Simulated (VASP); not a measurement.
# InAs (Fm-3m) in VASP: notebook, part 2 of 2

VASP 6.6.1.

### 3 Single point, LDA

This run uses another cell than the first one, of 23.11 Å³/atom, 1.032 times its volume.

INCAR

```
PREC = Accurate ; ENCUT = 500
EDIFF = 1E-6 ; ISMEAR = -1
SIGMA = 0.1 ; LREAL = F
LASPH = T ; NELM = 120
ALGO = Normal ; ISIF = 2
LWAVE = F ; LCHARG = F
NBANDS = 16 ; GGA_COMPAT = F
```

KPOINTS

```
Automatic mesh
0
Gamma
  6 6 6
```

POSCAR

```
InAs
1.0
    0.0000000000      2.8482383360      2.8482383360
    2.8482383360      0.0000000000      2.8482383360
    2.8482383360      2.8482383360      0.0000000000
In As
1 1
Direct
    0.5000000000      0.5000000000      0.5000000000
    0.0000000000      0.0000000000      0.0000000000
```

Potentials or basis: VASP PAW LDA potentials, release 64 (In_d, As).

Command:

```sh
$ cat potpaw_LDA.64/In_d/POTCAR potpaw_LDA.64/As/POTCAR > POTCAR
$ mpirun -np 1 vasp_std > vasp.out
```

OUTCAR:

```text
PREC = Accurate
   ENCUT = 500
   EDIFF = 1E-6
   ISMEAR = -1
   LREAL = F
   LASPH = T
   NELM = 120
   ISIF = 2

 ion  position               nearest neighbor table
   1  0.500  0.500  0.500-   2 2.85   2 2.85   2 2.85   2 2.85   2 2.85   2 2.85
   2  0.000  0.000  0.000-   1 2.85   1 2.85   1 2.85   1 2.85   1 2.85   1 2.85

  LATTYP: Found a face centered cubic cell.
 ALAT       =     5.6964766720

  Lattice vectors:

 A1 = (   0.0000000000,   2.8482383360,   2.8482383360)
 A2 = (   2.8482383360,   0.0000000000,   2.8482383360)
 A3 = (   2.8482383360,   2.8482383360,   0.0000000000)

Analysis of symmetry for initial positions (statically):
=====================================================================
 Subroutine PRICEL returns:
 Original cell was already a primitive cell.

 Routine SETGRP: Setting up the symmetry group for a
 face centered cubic supercell.

 Subroutine GETGRP returns: Found 48 space group operations
 (whereof 48 operations were pure point group operations)
 out of a pool of 48 trial point group operations.

The static configuration has the point symmetry O_h .

Analysis of symmetry for dynamics (positions and initial velocities):
=====================================================================
 Subroutine PRICEL returns:
 Original cell was already a primitive cell.

 Routine SETGRP: Setting up the symmetry group for a
 face centered cubic supercell.

 Subroutine GETGRP returns: Found 48 space group operations
 (whereof 48 operations were pure point group operations)
 out of a pool of 48 trial point group operations.

The dynamic configuration has the point symmetry O_h .

 Subroutine INISYM returns: Found 48 space group operations
 (whereof 48 operations are pure point group operations),
 and found     1 'primitive' translations

[... 102 lines left out ...]
   IALGO  =     38    algorithm
   IMIX   =      4    mixing-type and parameters
     AMIX     =   0.40;   BMIX     =  1.00
     AMIX_MAG =   1.60;   BMIX_MAG =  1.00
  volume/ion in A,a.u.               =      23.11       155.93
  Fermi-wavevector in a.u.,A,eV,Ry     =   1.195582  2.259322 19.448387  1.429416
  Thomas-Fermi vector in A             =   2.331544
   LORBIT       =      0    0 simple, 1 ext, 2 COOP (PROOUT), +10 PAW based schemes
   GGA     = CA    functional components
   LHFCALC =     F    Hartree Fock is set to
   AEXX    =    0.0000 exact exchange contribution
   IVDW    =     0    specifies the selected vdW correction
   LEPSILON=     F    determine dielectric tensor
   LRPA    =     F    only Hartree local field effects (RPA)
 non-spin polarized calculation
  energy-cutoff  :      500.00
  volume of cell :       46.21
 maximum number of plane-waves:      1211
 NGX is ok and might be reduce to    30
   NGX = 15   NGY = 15   NGZ = 15

 number of electron      17.9999991 magnetization

 Free energy of the ion-electron system (eV)
  ---------------------------------------------------
  ext. energy  EPLUGINS =         0.00000000
  ---------------------------------------------------
  free energy    TOTEN  =        -8.78521654 eV

  energy without entropy =       -8.74981850  energy(sigma->0) =       -8.76751752

 E-fermi :   6.1784     XC(G=0): -10.4719

 val. band max:        6.1500752702   @ k =   0.3333   0.0000   0.0000
 cond. band min:       6.3219613296   @ k =   0.5000   0.0000   0.0000
 fundamental gap:      0.1718860594
 Fermi energy:         6.1784286196

 k-point     1 :       0.0000    0.0000    0.0000
  band No.  band energies     occupation
      1      -8.1780      2.00000
      2      -8.1780      2.00000
      3      -8.1532      2.00000
      4      -8.1532      2.00000
      5      -8.1532      2.00000
      6      -6.2189      2.00000
[... 281 lines left out ...]
      3      -8.1657      2.00000
      4      -8.1002      2.00000
      5      -8.0642      2.00000
      6      -3.4911      2.00000
[... 8 lines left out ...]
     15      17.8682      0.00000
     16      20.5473      0.00000

------------------------ aborting loop because EDIFF is reached ----------------------------------------

  FORCE on cell =-STRESS in cart. coord.  units (eV):
  Direction    XX          YY          ZZ          XY          YZ          ZX
  --------------------------------------------------------------------------------------
  -------------------------------------------------------------------------------------
  Total       -0.9259759     -0.9259759     -0.9259759     -0.0000000      0.0000000     -0.0000000
  in kB      -32.1034181    -32.1034181    -32.1034181     -0.0000000      0.0000000     -0.0000000
  external PRESSURE =     -32.1034181 kB  Pullay stress =       0.0000000 kB

 VOLUME and BASIS-vectors are now :
 -----------------------------------------------------------------------------
  energy-cutoff  :      500.00
  volume of cell :       46.21
      direct lattice vectors                 reciprocal lattice vectors
     0.000000000  2.848238336  2.848238336    -0.175547107  0.175547107  0.175547107
     2.848238336  0.000000000  2.848238336     0.175547107 -0.175547107  0.175547107
     2.848238336  2.848238336  0.000000000     0.175547107  0.175547107 -0.175547107

 POSITION                                       TOTAL-FORCE (eV/Angst)
 -----------------------------------------------------------------------------------
      2.84824      2.84824      2.84824        -0.000000     -0.000000      0.000000
      0.00000      0.00000      0.00000         0.000000      0.000000      0.000000
 -----------------------------------------------------------------------------------
    total drift:                                0.000000      0.000000      0.000000

  FREE ENERGIE OF THE ION-ELECTRON SYSTEM (eV)
  ---------------------------------------------------
  free  energy   TOTEN  =        -8.7852165366 eV

  energy  without entropy=       -8.7498184992  energy(sigma->0) =       -8.76751752
```

OSZICAR:

```text
N       E                     dE             d eps       ncg     rms          rms(c)
DAV:   1     0.100399440391E+03    0.10040E+03   -0.87476E+03   512   0.130E+03
DAV:   2    -0.285474859653E+01   -0.10325E+03   -0.98591E+02   560   0.286E+02
DAV:   3    -0.883683259578E+01   -0.59821E+01   -0.59335E+01   640   0.668E+01
DAV:   4    -0.896145319521E+01   -0.12462E+00   -0.12449E+00   592   0.104E+01
DAV:   5    -0.896699258430E+01   -0.55394E-02   -0.55393E-02   760   0.203E+00    0.398E+00
DAV:   6    -0.880415131201E+01    0.16284E+00   -0.24958E-01   720   0.895E+00    0.212E+00
DAV:   7    -0.878720400823E+01    0.16947E-01   -0.55743E-02   784   0.252E+00    0.574E-01
DAV:   8    -0.878533696773E+01    0.18670E-02   -0.49418E-03   704   0.976E-01    0.152E-01
DAV:   9    -0.878521934103E+01    0.11763E-03   -0.39995E-04   672   0.279E-01    0.851E-02
DAV:  10    -0.878521658501E+01    0.27560E-05   -0.29445E-05   752   0.536E-02    0.481E-02
DAV:  11    -0.878521653665E+01    0.48364E-07   -0.76560E-06   712   0.436E-02
   1 F= -.87852165E+01 E0= -.87675175E+01  d E =-.353980E-01
```

Wall time 8.3 s (1 thread of AMD EPYC 7R43 (Zen 3), shared host); peak memory 0.11 GiB.

Results:

```yaml
Free_energy: -8.7852 eV
Pressure: -3.2 GPa
Band_gap_on_the_k_mesh: zero (band 9 reaches 6.51 eV, above the bottom of band 10 at 3.78 eV)
```

Caveat: spin-orbit coupling is left out, which moves the levels of the heavy elements.

### 4 Single point, LDA

This run uses another cell than the first one, of 23.82 Å³/atom, 1.064 times its volume.

INCAR

```
PREC = Accurate ; ENCUT = 500
EDIFF = 1E-6 ; ISMEAR = -1
SIGMA = 0.1 ; LREAL = False
LASPH = True ; NELM = 120
ALGO = Normal ; ISIF = 2
LWAVE = False ; LCHARG = True
LELF = True ; LVHAR = True
NBANDS = 16 ; GGA_COMPAT = False
```

KPOINTS is that of step 3.

POSCAR

```
InAs
1.0
    0.0000000000      2.8773040000      2.8773040000
    2.8773040000      0.0000000000      2.8773040000
    2.8773040000      2.8773040000      0.0000000000
In As
1 1
Direct
    0.5000000000      0.5000000000      0.5000000000
    0.0000000000      0.0000000000      0.0000000000
```

Command:

```sh
$ cat potpaw_LDA.64/In_d/POTCAR potpaw_LDA.64/As/POTCAR > POTCAR
$ mpirun -np 1 vasp_std > vasp.out
```

It took 9.2 s on 1 thread of AMD EPYC 7R43 (Zen 3), shared host; peak memory 0.11 GiB.

Results (log left out):

| Item | Value |
| --- | --- |
| Free energy | -8.7492 eV |
| Pressure | -5.0 GPa |
| Band gap on the k mesh | zero (band 9 reaches 6.15 eV, above the bottom of band 10 at 3.54 eV) |

Levels at points of the mesh, in eV from the Fermi level:
```
           k point  band 7  band 8  band 9  band 10  band 11  band 12
(0.00, 0.00, 0.00)   -0.90   -0.27   -0.27    -0.27     7.15     7.15
(0.50, 0.00, 0.00)   -6.63    0.13    0.13     1.98     3.14     3.14
(0.50, 0.50, 0.00)   -4.77   -3.14   -2.30    -2.30     3.83     8.97
```

Caveat: spin-orbit coupling is left out, which moves the levels of the heavy elements.

### 5 Overview

```csv
cell,gap on the mesh (eV),pressure (GPa)
"a = 3.986 Å, angles 60.0°, 2 atoms",none,-1.0
"a = 4.028 Å, angles 60.0°, 2 atoms",none,-3.2
"a = 4.069 Å, angles 60.0°, 2 atoms",none,-5.0
```

Alike in all rows: task single point; level LDA; potentials or basis VASP PAW LDA potentials, release 64 (In_d, As); no spin polarisation; k mesh 6 × 6 × 6; cutoff (eV) 500; smearing fermi-dirac 0.1 eV.

Caveats: spin-orbit coupling is left out, which moves the levels of the heavy elements.

Absolute energies hang on the potentials; compare differences alone.
